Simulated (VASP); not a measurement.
Wanted: the native input for a VASP 6.6.1 run.

| Item | Value |
| --- | --- |
| Task | single point |
| Functional | PBE |
| Potentials or basis | VASP PAW PBE potentials, release 64 (B, P) |
| Cutoff | 500 eV |
| k mesh | 6 × 6 × 4 |
| Occupations | methfessel-paxton, width 0.5 eV |
| Spin | no spin polarisation |
| Dipole correction | no |
| Further INCAR settings | ALGO = Normal; EDIFF = 1e-06; NBANDS = 16 |

The structure of BP lies in POSCAR:

```
BP
1.0
    3.0799086887      0.0000000000      0.0000000000
   -1.5399543444      2.6672791658      0.0000000000
    0.0000000000      0.0000000000      5.0145727567
B P
2 2
Direct
    0.0000000000      0.0000000000      0.0000000000
    0.0000000000      0.0000000000      0.5000000000
    0.3333333333      0.6666666667      0.2500000000
    0.6666666667      0.3333333333      0.7500000000
```

These files were run (other wordings do the same):

INCAR

```
SYSTEM = BP
ALGO = Normal ; EDIFF = 1E-6
ENCUT = 500 ; GGA = PE
GGA_COMPAT = .FALSE. ; ISIF = 2
ISMEAR = 1 ; LASPH = .TRUE.
LCHARG = .FALSE. ; LREAL = .FALSE.
LWAVE = .FALSE. ; NBANDS = 16
NELM = 120 ; PREC = Accurate
SIGMA = 0.5
```

KPOINTS

```
k-points
0
G
  6 6 4
  0 0 0
```

Potentials or basis: VASP PAW PBE potentials, release 64 (B, P).

Command:

```console
$ cat potpaw_PBE.64/B/POTCAR potpaw_PBE.64/P/POTCAR > POTCAR
$ mpirun -np 1 vasp_std > vasp.out
```

It gave:

```yaml
Pressure: 0.7 GPa
Band_gap_on_the_k_mesh: zero (band 8 reaches 11.01 eV, above the bottom of band 9 at 5.31 eV)
```

Caveat: the k points lie up to 0.39 Å⁻¹ apart.

Run time: 5.7 s on 1 thread of Intel(R) Xeon(R) 6975P-C (Granite Rapids) (shared host), peak memory 0.15 GiB.
